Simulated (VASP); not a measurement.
# MgF2 (P4_2/mnm) in VASP: further runs

MgF2 is run at these levels: PBE; tasks: electric field gradients, density of states.

All numbers are computed with VASP 6.6.1; they aren't measurements. Logs are shortened: lines on timing, memory, paths and dates and some standing lists are left out, and cuts for length are marked.

### 1 The cell of the first run

Symmetry: P4_2/mnm, No. 136, tetragonal system. The conventional cell has a = 4.621 Å, b = 4.621 Å, c = 3.016 Å, α = 90.00°, β = 90.00°, γ = 90.00°. Mg (site symmetry mmm) has 6 F at 1.98 Å within 2.6 Å. Within 2.6 Å of F (site symmetry m2m) lie 3 Mg at 1.98 Å and 1 F at 2.58 Å.

### 2 Electric field gradients, PBE

The input, INCAR:

```
PREC = Accurate
ENCUT = 520
EDIFF = 1E-8
ISMEAR = -1
SIGMA = 0.02
LREAL = False
LASPH = True
NELM = 120
ALGO = Normal
ISIF = 2
LWAVE = False
LCHARG = False
GGA = PE
LEFG = True
NBANDS = 25
GGA_COMPAT = False
```

The input, KPOINTS:

```
Automatic mesh
0
Gamma
  5 5 7
```

The input, POSCAR:

```
MgF2
1.0
    4.6213000000      0.0000000000      0.0000000000
    0.0000000000      4.6213000000      0.0000000000
    0.0000000000      0.0000000000      3.0159000000
Mg F
2 4
Direct
    0.0000000000      0.0000000000      0.0000000000
    0.5000000000      0.5000000000      0.5000000000
    0.3028000000      0.3028000000      0.0000000000
    0.1972000000      0.8028000000      0.5000000000
    0.6972000000      0.6972000000      0.0000000000
    0.8028000000      0.1972000000      0.5000000000
```

Potentials or basis: VASP PAW PBE potentials, release 64 (Mg, F).

Run with:

```
$ cat potpaw_PBE.64/Mg/POTCAR potpaw_PBE.64/F/POTCAR > POTCAR
$ mpirun -np 1 vasp_std > vasp.out
```

OUTCAR:

```text
PREC = Accurate
   ENCUT = 520
   EDIFF = 1E-8
   ISMEAR = -1
   LREAL = False
   LASPH = True
   NELM = 120
   ISIF = 2
   GGA = PE

 ion  position               nearest neighbor table
   1  0.000  0.000  0.000-   3 1.98   5 1.98   4 1.98   6 1.98   4 1.98   6 1.98   2 3.60   2 3.60
                             2 3.60   2 3.60   2 3.60   2 3.60   2 3.60   2 3.60
   2  0.500  0.500  0.500-   4 1.98   6 1.98   5 1.98   3 1.98   3 1.98   5 1.98   1 3.60   1 3.60
                             1 3.60   1 3.60   1 3.60   1 3.60   1 3.60   1 3.60
   3  0.303  0.303  0.000-   1 1.98   2 1.98   2 1.98
   4  0.197  0.803  0.500-   2 1.98   1 1.98   1 1.98
   5  0.697  0.697  0.000-   1 1.98   2 1.98   2 1.98
   6  0.803  0.197  0.500-   2 1.98   1 1.98   1 1.98

  LATTYP: Found a simple tetragonal cell.
 ALAT       =     4.6213000000
 C/A-ratio  =     0.6526085733

  Lattice vectors:

 A1 = (   4.6213000000,   0.0000000000,   0.0000000000)
 A2 = (   0.0000000000,   4.6213000000,   0.0000000000)
 A3 = (   0.0000000000,   0.0000000000,   3.0159000000)

Analysis of symmetry for initial positions (statically):
=====================================================================
 Subroutine PRICEL returns:
 Original cell was already a primitive cell.

 Routine SETGRP: Setting up the symmetry group for a
 simple tetragonal supercell.

 Subroutine GETGRP returns: Found 16 space group operations
 (whereof  8 operations were pure point group operations)
 out of a pool of 16 trial point group operations.

The static configuration has the point symmetry D_2h.
 The point group associated with its full space group is D_4h.

Analysis of symmetry for dynamics (positions and initial velocities):
=====================================================================
 Subroutine PRICEL returns:
 Original cell was already a primitive cell.

 Routine SETGRP: Setting up the symmetry group for a
 simple tetragonal supercell.

 Subroutine GETGRP returns: Found 16 space group operations
 (whereof  8 operations were pure point group operations)
 out of a pool of 16 trial point group operations.

The dynamic configuration has the point symmetry D_2h.
 The point group associated with its full space group is D_4h.

[... 161 lines left out ...]
  band No.  band energies     occupation
      1     -21.9330      2.00000
      2     -21.1147      2.00000
      3     -21.1147      2.00000
      4     -21.0142      2.00000
      5      -5.2726      2.00000
      6      -3.6905      2.00000
[... 661 lines left out ...]
     24      14.7537      0.00000
     25      16.5493      0.00000

------------------------ aborting loop because EDIFF is reached ----------------------------------------

  FORCE on cell =-STRESS in cart. coord.  units (eV):
  Direction    XX          YY          ZZ          XY          YZ          ZX
  --------------------------------------------------------------------------------------
  -------------------------------------------------------------------------------------
  Total        1.8928916      1.8928916      2.6739867     -0.0000000      0.0000000      0.0000000
  in kB       47.0859212     47.0859212     66.5157603     -0.0000000      0.0000000      0.0000000
  external PRESSURE =      53.5625342 kB  Pullay stress =       0.0000000 kB

 VOLUME and BASIS-vectors are now :
 -----------------------------------------------------------------------------
  energy-cutoff  :      520.00
  volume of cell :       64.41
      direct lattice vectors                 reciprocal lattice vectors
     4.621300000  0.000000000  0.000000000     0.216389328  0.000000000  0.000000000
     0.000000000  4.621300000  0.000000000     0.000000000  0.216389328  0.000000000
     0.000000000  0.000000000  3.015900000     0.000000000  0.000000000  0.331575981

 POSITION                                       TOTAL-FORCE (eV/Angst)
 -----------------------------------------------------------------------------------
      0.00000      0.00000      0.00000        -0.000000     -0.000000      0.000000
      2.31065      2.31065      1.50795        -0.000000     -0.000000      0.000000
      1.39933      1.39933      0.00000        -0.037586     -0.037586     -0.000000
      0.91132      3.70998      1.50795         0.037586     -0.037586      0.000000
      3.22197      3.22197      0.00000         0.037586      0.037586      0.000000
      3.70998      0.91132      1.50795        -0.037586      0.037586      0.000000
 -----------------------------------------------------------------------------------
    total drift:                                0.000000      0.000000      0.000000

  FREE ENERGIE OF THE ION-ELECTRON SYSTEM (eV)
  ---------------------------------------------------
  free  energy   TOTEN  =       -31.4811309155 eV

  energy  without entropy=      -31.4811309155  energy(sigma->0) =      -31.48113092

 Electric field gradients (V/A^2)
---------------------------------------------------------------------
 ion       V_xx      V_yy      V_zz      V_xy      V_xz      V_yz
---------------------------------------------------------------------
   1       2.657     2.657    -5.314    -2.941     0.000    -0.000
   2       2.657     2.657    -5.314     2.941     0.000     0.000
   3      -7.490    -7.490    14.980    40.406    -0.000     0.000
   4      -7.490    -7.490    14.980   -40.406    -0.000     0.000
   5      -7.490    -7.490    14.980    40.406     0.000     0.000
   6      -7.490    -7.490    14.980   -40.406     0.000    -0.000
---------------------------------------------------------------------

 Electric field gradients after diagonalization (V/A^2)
 (convention: |V_zz| > |V_xx| > |V_yy|)
----------------------------------------------------------------------
 ion       V_xx      V_yy      V_zz     asymmetry (V_yy - V_xx)/ V_zz
----------------------------------------------------------------------
   1      -5.314    -0.284     5.599       0.899
   2      -5.314    -0.284     5.599       0.899
   3      32.916    14.980   -47.896       0.374
   4      32.916    14.980   -47.896       0.374
   5      32.916    14.980   -47.896       0.374
   6      32.916    14.980   -47.896       0.374
----------------------------------------------------------------------

           NMR quadrupolar parameters

 Cq : quadrupolar parameter    Cq=e*Q*V_zz/h
 eta: asymmetry parameters     (V_yy - V_xx)/ V_zz
 Q  : nuclear electric quadrupole moment in mb (millibarn)
----------------------------------------------------------------------
 ion       Cq(MHz)       eta       Q (mb)
----------------------------------------------------------------------
   1       0.014       0.899       1.000
   2       0.014       0.899       1.000
   3      -0.116       0.374       1.000
   4      -0.116       0.374       1.000
   5      -0.116       0.374       1.000
   6      -0.116       0.374       1.000
----------------------------------------------------------------------
```

OSZICAR:

```text
N       E                     dE             d eps       ncg     rms          rms(c)
DAV:   1     0.167852283898E+03    0.16785E+03   -0.17799E+04  1264   0.120E+03
DAV:   2    -0.259326206438E+02   -0.19378E+03   -0.18703E+03  1479   0.287E+02
DAV:   3    -0.340153873316E+02   -0.80828E+01   -0.80601E+01  1484   0.563E+01
DAV:   4    -0.340581554693E+02   -0.42768E-01   -0.42764E-01  1367   0.471E+00
DAV:   5    -0.340583645396E+02   -0.20907E-03   -0.20906E-03  1485   0.321E-01    0.101E+01
DAV:   6    -0.314274495991E+02    0.26309E+01   -0.80474E+00  1380   0.205E+01    0.294E+00
DAV:   7    -0.314497373049E+02   -0.22288E-01   -0.94640E-02  1263   0.199E+00    0.190E+00
DAV:   8    -0.314805753895E+02   -0.30838E-01   -0.54959E-02  1247   0.226E+00    0.206E-01
DAV:   9    -0.314806298290E+02   -0.54439E-04   -0.11106E-03  1559   0.237E-01    0.807E-02
DAV:  10    -0.314811319809E+02   -0.50215E-03   -0.50341E-04  1249   0.155E-01    0.203E-02
DAV:  11    -0.314811304559E+02    0.15249E-05   -0.10093E-05  1527   0.270E-02    0.400E-03
DAV:  12    -0.314811309093E+02   -0.45333E-06   -0.11484E-06  1263   0.860E-03    0.100E-03
DAV:  13    -0.314811309082E+02    0.10409E-08   -0.13904E-07  1550   0.289E-03    0.686E-04
DAV:  14    -0.314811309155E+02   -0.72923E-08   -0.11915E-08   806   0.101E-03
   1 F= -.31481131E+02 E0= -.31481131E+02  d E =-.499580E-11
```

Wall time 13 s (1 thread of Intel Xeon 6975P-C (Granite Rapids), shared host); peak memory 0.19 GiB.

Results:

```yaml
Free_energy: -31.4811 eV
Pressure: 5.4 GPa
Largest_force: 0.053 eV/Å
Band_gap_on_the_k_mesh: 7.20 eV, direct
```

Forces on the atoms (eV/Å):
```
Mg   0.000  0.000  0.000
Mg   0.000  0.000  0.000
F   -0.038 -0.038  0.000
F    0.038 -0.038  0.000
F    0.038  0.038  0.000
F   -0.038  0.038  0.000
```

Stress tensor (GPa, compression positive):
```
4.71 0.00 0.00
0.00 4.71 0.00
0.00 0.00 6.65
```

Electric field gradients, principal values (V/Å²):
| atom | least | middle | greatest (by size) |
| --- | --- | --- | --- |
| 1 Mg | -0.284 | -5.314 | 5.599 |
| 2 Mg | -0.284 | -5.314 | 5.599 |
| 3 F | 14.980 | 32.916 | -47.896 |
| 4 F | 14.980 | 32.916 | -47.896 |
| 5 F | 14.980 | 32.916 | -47.896 |
| 6 F | 14.980 | 32.916 | -47.896 |

Caveat: without QUAD_EFG the Cq values of the log hold for a quadrupole moment of 1 mb, not for the nuclei. A k mesh can miss the band edges.

### 3 Electric field gradients, PBE

The input, INCAR:

```
SYSTEM = MgF2
  PREC = Accurate
  ENCUT = 520
  EDIFF = 1E-8
  ISMEAR = -1
  SIGMA = 0.02
  LREAL = .False.
  LASPH = .True.
  NELM = 120
  ALGO = Normal
  ISIF = 2
  LWAVE = .False.
  LCHARG = .False.
  GGA = PE
  LEFG = .True.
  NBANDS = 25
  GGA_COMPAT = .False.
```

The input, KPOINTS:

```
Automatic mesh
0
Gamma
  5 5 7
  0 0 0
```

POSCAR is that of step 2.

Potentials or basis: VASP PAW PBE potentials, release 64 (Mg, F).

Run with:

```
$ cat potpaw_PBE.64/Mg/POTCAR potpaw_PBE.64/F/POTCAR > POTCAR
$ mpirun -np 1 vasp_std > vasp.out
```

OUTCAR:

```text
SYSTEM = MgF2
   PREC = Accurate
   ENCUT = 520
   EDIFF = 1E-8
   ISMEAR = -1
   LREAL = .False.
   LASPH = .True.
   NELM = 120
   ISIF = 2
   GGA = PE

 ion  position               nearest neighbor table
   1  0.000  0.000  0.000-   3 1.98   5 1.98   4 1.98   6 1.98   4 1.98   6 1.98   2 3.60   2 3.60
                             2 3.60   2 3.60   2 3.60   2 3.60   2 3.60   2 3.60
   2  0.500  0.500  0.500-   4 1.98   6 1.98   5 1.98   3 1.98   3 1.98   5 1.98   1 3.60   1 3.60
                             1 3.60   1 3.60   1 3.60   1 3.60   1 3.60   1 3.60
   3  0.303  0.303  0.000-   1 1.98   2 1.98   2 1.98
   4  0.197  0.803  0.500-   2 1.98   1 1.98   1 1.98
   5  0.697  0.697  0.000-   1 1.98   2 1.98   2 1.98
   6  0.803  0.197  0.500-   2 1.98   1 1.98   1 1.98

  LATTYP: Found a simple tetragonal cell.
 ALAT       =     4.6213000000
 C/A-ratio  =     0.6526085733

  Lattice vectors:

 A1 = (   4.6213000000,   0.0000000000,   0.0000000000)
 A2 = (   0.0000000000,   4.6213000000,   0.0000000000)
 A3 = (   0.0000000000,   0.0000000000,   3.0159000000)

Analysis of symmetry for initial positions (statically):
[... 888 lines left out ...]
 -----------------------------------------------------------------------------------
    total drift:                                0.000000      0.000000      0.000000

  FREE ENERGIE OF THE ION-ELECTRON SYSTEM (eV)
  ---------------------------------------------------
  free  energy   TOTEN  =       -31.4811309155 eV

  energy  without entropy=      -31.4811309155  energy(sigma->0) =      -31.48113092

 Electric field gradients (V/A^2)
---------------------------------------------------------------------
 ion       V_xx      V_yy      V_zz      V_xy      V_xz      V_yz
---------------------------------------------------------------------
   1       2.657     2.657    -5.314    -2.941     0.000    -0.000
   2       2.657     2.657    -5.314     2.941     0.000     0.000
   3      -7.490    -7.490    14.980    40.406    -0.000     0.000
   4      -7.490    -7.490    14.980   -40.406    -0.000     0.000
   5      -7.490    -7.490    14.980    40.406     0.000     0.000
   6      -7.490    -7.490    14.980   -40.406     0.000    -0.000
---------------------------------------------------------------------

 Electric field gradients after diagonalization (V/A^2)
 (convention: |V_zz| > |V_xx| > |V_yy|)
----------------------------------------------------------------------
 ion       V_xx      V_yy      V_zz     asymmetry (V_yy - V_xx)/ V_zz
----------------------------------------------------------------------
   1      -5.314    -0.284     5.599       0.899
   2      -5.314    -0.284     5.599       0.899
   3      32.916    14.980   -47.896       0.374
   4      32.916    14.980   -47.896       0.374
   5      32.916    14.980   -47.896       0.374
   6      32.916    14.980   -47.896       0.374
----------------------------------------------------------------------

           NMR quadrupolar parameters

 Cq : quadrupolar parameter    Cq=e*Q*V_zz/h
 eta: asymmetry parameters     (V_yy - V_xx)/ V_zz
 Q  : nuclear electric quadrupole moment in mb (millibarn)
----------------------------------------------------------------------
 ion       Cq(MHz)       eta       Q (mb)
----------------------------------------------------------------------
   1       0.014       0.899       1.000
   2       0.014       0.899       1.000
   3      -0.116       0.374       1.000
   4      -0.116       0.374       1.000
   5      -0.116       0.374       1.000
   6      -0.116       0.374       1.000
----------------------------------------------------------------------
```

OSZICAR:

```text
N       E                     dE             d eps       ncg     rms          rms(c)
DAV:   1     0.167852283898E+03    0.16785E+03   -0.17799E+04  1264   0.120E+03
DAV:   2    -0.259326206438E+02   -0.19378E+03   -0.18703E+03  1479   0.287E+02
DAV:   3    -0.340153873316E+02   -0.80828E+01   -0.80601E+01  1484   0.563E+01
DAV:   4    -0.340581554693E+02   -0.42768E-01   -0.42764E-01  1367   0.471E+00
DAV:   5    -0.340583645396E+02   -0.20907E-03   -0.20906E-03  1485   0.321E-01    0.101E+01
DAV:   6    -0.314274495991E+02    0.26309E+01   -0.80474E+00  1380   0.205E+01    0.294E+00
DAV:   7    -0.314497373049E+02   -0.22288E-01   -0.94640E-02  1263   0.199E+00    0.190E+00
DAV:   8    -0.314805753895E+02   -0.30838E-01   -0.54959E-02  1247   0.226E+00    0.206E-01
DAV:   9    -0.314806298290E+02   -0.54439E-04   -0.11106E-03  1559   0.237E-01    0.807E-02
DAV:  10    -0.314811319809E+02   -0.50215E-03   -0.50341E-04  1249   0.155E-01    0.203E-02
DAV:  11    -0.314811304559E+02    0.15249E-05   -0.10093E-05  1527   0.270E-02    0.400E-03
DAV:  12    -0.314811309093E+02   -0.45333E-06   -0.11484E-06  1263   0.860E-03    0.100E-03
DAV:  13    -0.314811309082E+02    0.10409E-08   -0.13904E-07  1550   0.289E-03    0.686E-04
DAV:  14    -0.314811309155E+02   -0.72923E-08   -0.11915E-08   806   0.101E-03
   1 F= -.31481131E+02 E0= -.31481131E+02  d E =-.499580E-11
```

Run time: 13 s. Hardware: 1 thread of Intel Xeon 6975P-C (Granite Rapids), shared host; peak memory 0.19 GiB.

What came out:

- Free energy: -31.4811 eV
- Pressure: 5.4 GPa
- Largest force: 0.053 eV/Å
- Band gap on the k mesh: 7.20 eV, direct

Forces in eV/Å, atoms in the order of the input:
```
Mg   0.000  0.000  0.000
Mg   0.000  0.000  0.000
F   -0.038 -0.038  0.000
F    0.038 -0.038  0.000
F    0.038  0.038  0.000
F   -0.038  0.038  0.000
```

Levels at points of the mesh, in eV from the valence-band top:
```tsv
k point	band 13	band 14	band 15	band 16	band 17	band 18	band 19	band 20
(0.00, 0.00, 0.00)	-0.72	-0.33	-0.33	0.00	7.20	12.37	12.37	13.92
```

Electric field gradients, principal values (V/Å²):
| atom | least | middle | greatest (by size) |
| --- | --- | --- | --- |
| 1 Mg | -0.284 | -5.314 | 5.599 |
| 2 Mg | -0.284 | -5.314 | 5.599 |
| 3 F | 14.980 | 32.916 | -47.896 |
| 4 F | 14.980 | 32.916 | -47.896 |
| 5 F | 14.980 | 32.916 | -47.896 |
| 6 F | 14.980 | 32.916 | -47.896 |

Caveat: without QUAD_EFG the Cq values of the log hold for a quadrupole moment of 1 mb, not for the nuclei.

### 4 Density of states, PBE

POSCAR is that of step 3.

The input, INCAR.step1:

```
PREC = Accurate ; ENCUT = 520
EDIFF = 1E-6 ; ISMEAR = -1
SIGMA = 0.02 ; LREAL = F
LASPH = T ; NELM = 120
ALGO = Normal ; ISIF = 2
LWAVE = F ; LCHARG = T
GGA = PE ; NBANDS = 25
GGA_COMPAT = F ; NEDOS = 2001
LORBIT = 11
```

The input, KPOINTS.step1:

```
Automatic mesh
0
Gamma
  5 5 7
```

The input, INCAR.step2:

```
PREC = Accurate ; ENCUT = 520
EDIFF = 1E-6 ; ISMEAR = -5
SIGMA = 0.02 ; LREAL = F
LASPH = T ; NELM = 120
ALGO = Normal ; ISIF = 2
LWAVE = F ; LCHARG = F
GGA = PE ; LORBIT = 11
NBANDS = 25 ; NEDOS = 2001
ICHARG = 11 ; GGA_COMPAT = F
```

The input, KPOINTS.step2:

```
Automatic mesh
0
Gamma
  8 8 11
```

Run with:

```
$ cat potpaw_PBE.64/Mg/POTCAR potpaw_PBE.64/F/POTCAR > POTCAR
$ cp INCAR.step1 INCAR
$ cp KPOINTS.step1 KPOINTS
$ mpirun -np 1 vasp_std > vasp.out
$ cp INCAR.step2 INCAR
$ cp KPOINTS.step2 KPOINTS
$ mpirun -np 1 vasp_std > vasp.out
```

Wall time 32 s (1 thread of Intel Xeon 6975P-C (Granite Rapids), shared host); peak memory 0.24 GiB.

Results (log left out):

```yaml
Valence_electrons_inside_the_program's_atomic_spheres: Mg 0.37; F 6.17
```

Levels at points of the mesh, in eV from the valence-band top:
```csv
k point,band 13,band 14,band 15,band 16,band 17,band 18,band 19,band 20
"(0.00, 0.00, 0.00)",-0.72,-0.33,-0.33,0.00,7.20,12.37,12.37,13.92
"(0.50, 0.00, 0.00)",-0.98,-0.98,-0.39,-0.39,9.62,9.62,13.64,13.64
"(0.50, 0.50, 0.00)",-0.97,-0.97,-0.81,-0.81,11.35,11.35,11.40,11.40
```
